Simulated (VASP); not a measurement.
A run of VASP 6.6.1 is set up as follows.

File INCAR:

```
SYSTEM = Ca4B3
ALGO = Normal ; EDIFF = 1E-7
EDIFFG = -0.04 ; ENCUT = 600
GGA = PE ; IBRION = 2
ISIF = 3 ; ISMEAR = 0
LASPH = .TRUE. ; LCHARG = .FALSE.
LREAL = .FALSE. ; LWAVE = .FALSE.
NELM = 60 ; NSW = 90
PREC = Accurate ; SIGMA = 0.1
```

The input KPOINTS:

```
k-points
0
G
  4 4 2
  0 0 0
```

Contents of POSCAR:

```
Ca4B3
1.0
    3.9508056400      0.0000000000      0.0000000000
    0.0000000000      3.9508056400      0.0000000000
    0.0000000000      0.0000000000      8.2895384100
Ca B
4 3
Direct
    0.5000000000      0.5000000000      0.5188853900
    0.0000000000      0.0000000000      0.9873142100
    0.5000000000      0.0000000000      0.7153370000
    0.0000000000      0.5000000000      0.7153370000
    0.5000000000      0.5000000000      0.7951334700
    0.0000000000      0.0000000000      0.7252380800
    0.0000000000      0.0000000000      0.3599632800
```

Potentials or basis: VASP PAW PBE potentials, release 64 (Ca_sv, B).

The run is started by

```sh
$ cat potpaw_PBE.64/Ca_sv/POTCAR potpaw_PBE.64/B/POTCAR > POTCAR
$ mpirun -np 1 vasp_std > vasp.out
```

Predict the space group after relaxing (to 0.1 Å).

P4mm (No. 99).

What does it give for the relaxed cell?

a = 4.398 Å, b = 4.398 Å, c = 8.291 Å, α = 90.00°, β = 90.00°, γ = 90.00°.

Estimate the band gap on the k mesh.

zero (an odd number of electrons rules out a gap without spin polarisation).

Forces on the atoms (eV/Å):
```
Ca   0.000  0.000  0.010
Ca   0.000  0.000  0.029
Ca   0.000  0.000  0.012
Ca   0.000  0.000  0.012
B    0.000  0.000 -0.002
B    0.000  0.000 -0.035
B    0.000  0.000 -0.024
```

Caveat: the k points lie up to 0.38 Å⁻¹ apart in the final cell, too coarse for converged energies and pressures of a metal.
